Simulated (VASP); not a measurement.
The system is Si3N4.

```
Si N
1.0
     7.60454    0.00000    0.00000
    -3.80227    6.58573    0.00000
     0.00000    0.00000    2.90520
Si N
6 8
Cartesian
  -1.3794 5.4329 2.1789
  2.2098 1.5218 0.7263
  4.0153 3.9110 0.7263
  -0.2130 2.6747 2.1789
  1.5924 5.0639 2.1789
  5.1817 1.1529 0.7263
  0.0000 4.3905 2.1789
  3.8023 2.1952 0.7263
  4.8233 4.4115 2.1789
  -1.4088 6.3829 0.7263
  2.4298 4.6143 0.7263
  1.3724 1.9714 2.1789
  -1.0210 2.1743 0.7263
  5.2111 0.2029 2.1789
```

Base run:

```yaml
Program: VASP 6.6.1
Functional: PBE
Potentials_or_basis: VASP PAW PBE potentials, release 64 (Si, N)
Cutoff: 520 eV
k_mesh: 4 × 4 × 10
Occupations: fermi-dirac, width 0.02 eV
Spin: no spin polarisation
```

Its results: band gap on the k mesh 4.33 eV, indirect (least direct gap 4.54 eV); pressure 5.4 GPa; largest force 0.043 eV/Å.

Task: The run is repeated on the same cell with these changes: functional from PBE to r2SCAN. What comes out?

Result: Band gap on the k mesh 5.00 eV, indirect (least direct gap 5.20 eV); pressure -0.1 GPa; largest force 0.025 eV/Å.

r2SCAN gives the wider gap, since meta-GGAs in the generalised Kohn-Sham scheme recover part of the derivative discontinuity.

Caveats: the PAW data sets were made with another functional, which shifts forces and pressure a little (some runs).

A k mesh can miss the band edges.
